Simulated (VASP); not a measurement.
# Cs in VASP: single point with PBE

Aim: the single point of Cs with PBE.

Everything below comes from runs of VASP 6.6.1. Logs are shortened: lines on timing, memory, paths and dates and some standing lists are left out, and cuts for length are marked.

## 1. The cell of the first run

The cell holds a slab with vacuum, 3 atoms: a = 6.154 Å, b = 6.154 Å, c = 26.154 Å, α = 90.00°, β = 90.00°, γ = 90.00°.

## 2. Single point, PBE

Contents of INCAR:

```
PREC     = Accurate       # precision mode
ENCUT    = 520            # plane-wave cutoff, eV
EDIFF    = 1E-6           # SCF threshold, eV
ISMEAR   = -1             # smearing method
SIGMA    = 0.08           # smearing width, eV
LREAL    = F              # projectors in reciprocal space
LASPH    = T              # aspherical terms in the spheres
NELM     = 100            # most SCF steps
ALGO     = Normal         # electronic algorithm
ISIF     = 2              # what is computed and relaxed
LWAVE    = F              # write WAVECAR
LCHARG   = F              # write CHGCAR
LDIPOL   = T            
IDIPOL   = 3            
DIPOL    = 0.5 0.5 0.500
GGA      = PE             # functional
NBANDS   = 20             # bands
```

Contents of KPOINTS:

```
Automatic mesh
0
Gamma
  6 6 1
```

Contents of POSCAR:

```
Cs
1.0
    6.1543120882      0.0000000000      0.0000000000
    0.0000000000      6.1543120882      0.0000000000
    0.0000000000      0.0000000000     26.1543000000
Cs
3
Direct
    0.0000000000      0.0000000000      0.3796830917
    0.5000000000      0.5000000000      0.4999999371
    0.0000000000      0.0000000000      0.6203169711
```

Potentials or basis: VASP PAW PBE potentials, release 64 (Cs_sv).

On the command line:

```
cat potpaw_PBE.64/Cs_sv/POTCAR > POTCAR
mpirun -np 1 vasp_std > vasp.out
```

OUTCAR:

```text
PREC = Accurate
   ENCUT = 520
   EDIFF = 1E-6
   ISMEAR = -1
   LREAL = F
   LASPH = T
   NELM = 100
   ISIF = 2
   GGA = PE

 ion  position               nearest neighbor table
   1  0.000  0.000  0.380-
   2  0.500  0.500  0.500-
   3  0.000  0.000  0.620-

  LATTYP: Found a simple tetragonal cell.
 ALAT       =     6.1543120882
 C/A-ratio  =     4.2497519829

  Lattice vectors:

 A1 = (   6.1543120882,   0.0000000000,   0.0000000000)
 A2 = (   0.0000000000,   6.1543120882,   0.0000000000)
 A3 = (   0.0000000000,   0.0000000000,  26.1543000000)

Analysis of symmetry for initial positions (statically):
=====================================================================
 Subroutine PRICEL returns:
 Original cell was already a primitive cell.

 Routine SETGRP: Setting up the symmetry group for a
 simple tetragonal supercell.

 Subroutine GETGRP returns: Found 16 space group operations
 (whereof 16 operations were pure point group operations)
 out of a pool of 16 trial point group operations.

The static configuration has the point symmetry D_4h.

Analysis of symmetry for dynamics (positions and initial velocities):
=====================================================================
 Subroutine PRICEL returns:
 Original cell was already a primitive cell.

 Routine SETGRP: Setting up the symmetry group for a
 simple tetragonal supercell.

 Subroutine GETGRP returns: Found 16 space group operations
 (whereof 16 operations were pure point group operations)
 out of a pool of 16 trial point group operations.

The dynamic configuration has the point symmetry D_4h.

 Subroutine INISYM returns: Found 16 space group operations
 (whereof 16 operations are pure point group operations),
 and found     1 'primitive' translations

----------------------------------------------------------------------------------------

                                     Primitive cell

  volume of cell :     990.6087

  direct lattice vectors                    reciprocal lattice vectors
     6.154312088  0.000000000  0.000000000     0.162487697  0.000000000  0.000000000
     0.000000000  6.154312088  0.000000000     0.000000000  0.162487697  0.000000000
     0.000000000  0.000000000 26.154300000     0.000000000  0.000000000  0.038234631

  length of vectors
     6.154312088  6.154312088 26.154300000     0.162487697  0.162487697  0.038234631

  position of ions in fractional coordinates (direct lattice)
     0.000000000  0.000000000  0.379683092
     0.500000000  0.500000000  0.499999937
     0.000000000  0.000000000  0.620316971

  ion indices of the primitive-cell ions
   primitive index   ion index
                 1           1
                 2           2
                 3           3

----------------------------------------------------------------------------------------

 KPOINTS: Automatic mesh

Automatic generation of k-mesh.
 Grid dimensions read from file:
 generate k-points for:    6    6    1

 Generating k-lattice:

  Cartesian coordinates                     Fractional coordinates (reciprocal lattice)
     0.027081283  0.000000000  0.000000000     0.166666667  0.000000000  0.000000000
     0.000000000  0.027081283  0.000000000     0.000000000  0.166666667  0.000000000
     0.000000000  0.000000000  0.038234631     0.000000000  0.000000000  1.000000000

  Length of vectors
     0.027081283  0.027081283  0.038234631

  Shift w.r.t. Gamma in fractional coordinates (k-lattice)
     0.000000000  0.000000000  0.000000000

 Subroutine IBZKPT returns following result:
 ===========================================

 Found     10 irreducible k-points:

 Following reciprocal coordinates:
            Coordinates               Weight
  0.000000  0.000000  0.000000      1.000000
  0.166667  0.000000  0.000000      4.000000
  0.333333  0.000000  0.000000      4.000000
  0.500000  0.000000  0.000000      2.000000
  0.166667  0.166667  0.000000      4.000000
  0.333333  0.166667  0.000000      8.000000
  0.500000  0.166667  0.000000      4.000000
  0.333333  0.333333  0.000000      4.000000
  0.500000  0.333333  0.000000      4.000000
  0.500000  0.500000  0.000000      1.000000
   k-points           NKPTS =     10   k-points in BZ     NKDIM =     10   number of bands    NBANDS=     20
   number of dos      NEDOS =    301   number of ions     NIONS =      3
   total plane-waves  NPLWV = 451584
   dimension x,y,z NGX =    48 NGY =   48 NGZ =  196
   dimension x,y,z NGXF=    96 NGYF=   96 NGZF=  392
   ions per type =               3
   NGX,Y,Z   is equivalent  to a cutoff of  12.97, 12.97, 12.46 a.u.
   NGXF,Y,Z  is equivalent  to a cutoff of  25.93, 25.93, 24.92 a.u.
 SYSTEM =  unknown system
   PREC   = accura    normal or accurate (medium, high low for compatibility)
   ISTART =      0    job   : 0-new  1-cont  2-samecut
   ICHARG =      2    charge: 1-file 2-atom 10-const
   ISPIN  =      1    spin polarized calculation?
   LNONCOLLINEAR =      F non collinear calculations
   LSORBIT =      F    spin-orbit coupling
   LASPH  =      T    aspherical Exc in radial PAW
   ENCUT  =  520.0 eV  38.22 Ry    6.18 a.u.  11.44 11.44 48.63*2*pi/ulx,y,z
   NELM   =    100;   NELMIN=  2; NELMDL= -5     # of ELM steps
   EDIFF  = 0.1E-05   stopping-criterion for ELM
   LREAL  =      F    real-space projection
   EDIFFG = 0.1E-04   stopping-criterion for IOM
   NSW    =      0    number of steps for IOM
   IBRION =     -1    ionic relax: 0-MD 1-quasi-New 2-CG
   NFREE  =      0    steps in history (QN), initial steepest desc. (CG)
   ISIF   =      2    stress and relaxation
   ISYM   =      2    0-nonsym 1-usesym 2-fastsym
   POTIM  = 0.5000    time-step for ionic-motion
   TEBEG  =    0.0;   TEEND  =   0.0 temperature during run
   PSTRESS=    0.0 pullay stress
   NELECT =      27.0000    total number of electrons
   NUPDOWN=      -1.0000    fix difference up-down
   EMIN   =  10.00;   EMAX   =-10.00  energy-range for DOS
   EFERMI =   0.00;   METHOD = LEGACY
   ISMEAR =    -1;   SIGMA  =   0.08  broadening in eV -4-tet -1-fermi 0-gaus
   EFERMI_NEDOS =   21; number of points for ismear=-14 and -15
   IALGO  =     38    algorithm
   IMIX   =      4    mixing-type and parameters
     AMIX     =   0.40;   BMIX     =  1.00
     AMIX_MAG =   1.60;   BMIX_MAG =  1.00
  volume/ion in A,a.u.               =     330.20      2228.32
  Fermi-wavevector in a.u.,A,eV,Ry     =   0.492677  0.931024  3.302547  0.242730
  Thomas-Fermi vector in A             =   1.496701
   LORBIT       =      0    0 simple, 1 ext, 2 COOP (PROOUT), +10 PAW based schemes
   GGA     = PE    functional components
   LHFCALC =     F    Hartree Fock is set to
   AEXX    =    0.0000 exact exchange contribution
   IVDW    =     0    specifies the selected vdW correction
   LEPSILON=     F    determine dielectric tensor
   LRPA    =     F    only Hartree local field effects (RPA)
 non-spin polarized calculation
  energy-cutoff  :      520.00
  volume of cell :      990.61
 maximum number of plane-waves:     26765
 NGX is ok and might be reduce to    48
   NGX = 23   NGY = 23   NGZ = 97

 dipolmoment           0.000000      0.000000     -0.000000 electrons x Angstroem

 number of electron      27.0000004 magnetization

 dipolmoment           0.000000      0.000000      0.000000 electrons x Angstroem

 Free energy of the ion-electron system (eV)
  ---------------------------------------------------
  ext. energy  EPLUGINS =         0.00000000
  ---------------------------------------------------
  free energy    TOTEN  =        -2.25900702 eV

  energy without entropy =       -2.18045597  energy(sigma->0) =       -2.21973149

 E-fermi :  -1.1114     XC(G=0):  -2.4590

 val. band max:       -1.1398187940   @ k =   0.3333   0.1667   0.0000
 cond. band min:      -0.9958296044   @ k =   0.5000   0.0000   0.0000
 fundamental gap:      0.1439891896
 Fermi energy:        -1.1114053345

 k-point     1 :       0.0000    0.0000    0.0000
  band No.  band energies     occupation
      1     -25.2469      2.00000
      2     -25.2467      2.00000
      3     -24.9560      2.00000
      4     -12.0663      2.00000
      5     -12.0618      2.00000
      6     -12.0266      2.00000
[... 12 lines left out ...]
     19       0.3743      0.00000
     20       0.8857      0.00000

 k-point     2 :       0.1667    0.0000    0.0000
  band No.  band energies     occupation
      1     -25.2468      2.00000
      2     -25.2466      2.00000
      3     -24.9559      2.00000
      4     -12.0672      2.00000
      5     -12.0607      2.00000
      6     -12.0308      2.00000
[... 12 lines left out ...]
     19       0.2717      0.00000
     20       0.8591      0.00000

 k-point     3 :       0.3333    0.0000    0.0000
  band No.  band energies     occupation
      1     -25.2466      2.00000
      2     -25.2465      2.00000
      3     -24.9558      2.00000
      4     -12.0691      2.00000
      5     -12.0584      2.00000
      6     -12.0420      2.00000
[... 12 lines left out ...]
     19       0.3694      0.00000
     20       0.5472      0.00000

 k-point     4 :       0.5000    0.0000    0.0000
  band No.  band energies     occupation
      1     -25.2465      2.00000
      2     -25.2464      2.00000
      3     -24.9557      2.00000
      4     -12.0700      2.00000
      5     -12.0569      2.00000
      6     -12.0485      2.00000
[... 12 lines left out ...]
     19       0.5587      0.00000
     20       0.6126      0.00000

 k-point     5 :       0.1667    0.1667    0.0000
  band No.  band energies     occupation
      1     -25.2467      2.00000
      2     -25.2466      2.00000
      3     -24.9558      2.00000
      4     -12.0674      2.00000
      5     -12.0597      2.00000
      6     -12.0317      2.00000
[... 12 lines left out ...]
     19       0.2350      0.00000
     20       0.7277      0.00000

 k-point     6 :       0.3333    0.1667    0.0000
  band No.  band energies     occupation
      1     -25.2465      2.00000
      2     -25.2464      2.00000
      3     -24.9557      2.00000
      4     -12.0680      2.00000
      5     -12.0577      2.00000
      6     -12.0407      2.00000
[... 12 lines left out ...]
     19       0.3645      0.00000
     20       0.5265      0.00000

 k-point     7 :       0.5000    0.1667    0.0000
  band No.  band energies     occupation
      1     -25.2464      2.00000
      2     -25.2463      2.00000
      3     -24.9556      2.00000
      4     -12.0684      2.00000
      5     -12.0565      2.00000
      6     -12.0466      2.00000
[... 12 lines left out ...]
     19       0.3824      0.00000
     20       0.4605      0.00000

 k-point     8 :       0.3333    0.3333    0.0000
  band No.  band energies     occupation
      1     -25.2464      2.00000
      2     -25.2462      2.00000
      3     -24.9555      2.00000
      4     -12.0658      2.00000
      5     -12.0563      2.00000
      6     -12.0420      2.00000
[... 12 lines left out ...]
     19       0.1220      0.00000
     20       0.3741      0.00000

 k-point     9 :       0.5000    0.3333    0.0000
  band No.  band energies     occupation
      1     -25.2463      2.00000
      2     -25.2462      2.00000
      3     -24.9554      2.00000
      4     -12.0648      2.00000
      5     -12.0557      2.00000
      6     -12.0462      2.00000
[... 12 lines left out ...]
     19       0.2056      0.00000
     20       0.4170      0.00000

 k-point    10 :       0.5000    0.5000    0.0000
  band No.  band energies     occupation
      1     -25.2462      2.00000
      2     -25.2461      2.00000
      3     -24.9553      2.00000
      4     -12.0627      2.00000
      5     -12.0552      2.00000
      6     -12.0472      2.00000
[... 12 lines left out ...]
     19       0.0392      0.00000
     20       0.5803      0.00000

------------------------ aborting loop because EDIFF is reached ----------------------------------------

 vacuum level on the upper side and lower side of the slab       (xc-potential included)        -0.102        -0.102

  FORCE on cell =-STRESS in cart. coord.  units (eV):
  Direction    XX          YY          ZZ          XY          YZ          ZX
  --------------------------------------------------------------------------------------
  -------------------------------------------------------------------------------------
  Total       -0.4501384     -0.4501384     -0.0132748      0.0000000      0.0000000     -0.0000000
  in kB       -0.7280387     -0.7280387     -0.0214703      0.0000000      0.0000000     -0.0000000
  external PRESSURE =      -0.4925159 kB  Pullay stress =       0.0000000 kB

 VOLUME and BASIS-vectors are now :
 -----------------------------------------------------------------------------
  energy-cutoff  :      520.00
  volume of cell :      990.61
      direct lattice vectors                 reciprocal lattice vectors
     6.154312088  0.000000000  0.000000000     0.162487697  0.000000000  0.000000000
     0.000000000  6.154312088  0.000000000     0.000000000  0.162487697  0.000000000
     0.000000000  0.000000000 26.154300000     0.000000000  0.000000000  0.038234631

 POSITION                                       TOTAL-FORCE (eV/Angst)
 -----------------------------------------------------------------------------------
      0.00000      0.00000      9.93035         0.000000      0.000000     -0.000454
      3.07716      3.07716     13.07715         0.000000     -0.000000      0.000000
      0.00000      0.00000     16.22396         0.000000     -0.000000      0.000454
 -----------------------------------------------------------------------------------
    total drift:                                0.000000     -0.000000      0.000045

  FREE ENERGIE OF THE ION-ELECTRON SYSTEM (eV)
  ---------------------------------------------------
  free  energy   TOTEN  =        -2.2590070212 eV

  energy  without entropy=       -2.1804559677  energy(sigma->0) =       -2.21973149

 vacuum level on the upper side and lower side of the slab         0.824         0.824
```

It took 8.1 min on 1 thread of Intel Xeon 8259CL, shared host; peak memory 0.89 GiB.

What came out:

```
Free energy            : -2.2590 eV
Band gap on the k mesh : zero (an odd number of electrons rules out a gap without spin polarisation)
```

Levels at points of the mesh, in eV from the Fermi level:
```tsv
k point	band 11	band 12	band 13	band 14	band 15	band 16	band 17	band 18
(0.00, 0.00, 0.00)	-10.63	-10.63	-1.37	-0.61	0.26	0.88	1.16	1.17
(0.50, 0.00, 0.00)	-10.65	-10.64	-0.23	-0.23	0.12	0.71	0.90	1.31
(0.50, 0.50, 0.00)	-10.65	-10.65	0.32	0.42	0.88	0.88	0.94	1.15
```

Caveat: spin-orbit coupling is left out, which moves the levels of the heavy elements.
